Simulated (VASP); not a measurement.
Al2Cu:

```
CELL_PARAMETERS angstrom
4.10518 0.00000 0.00000
0.00000 4.10518 0.00000
0.00000 0.00000 2.89131
ATOMIC_POSITIONS crystal
Al 0.50000 0.00000 0.50000
Al 0.00000 0.50000 0.50000
Cu 0.00000 0.00000 0.00000
```

Base run:

- Program: VASP 6.6.1
- Functional: PBEsol
- Potentials or basis: VASP PAW PBE potentials, release 64 (Al, Cu)
- Cutoff: 520 eV
- k mesh: 10 × 10 × 14
- Occupations: methfessel-paxton, width 0.05 eV
- Spin: no spin polarisation

Its results: pressure -2.3 GPa.

**Question.** The run is repeated on the same cell with these changes: occupations from methfessel-paxton, width 0.05 eV to fermi-dirac, width 0.3 eV. What comes out?

**Answer.** Pressure -1.7 GPa.

Caveats: the PAW data sets were made with another functional, which shifts forces and pressure a little.
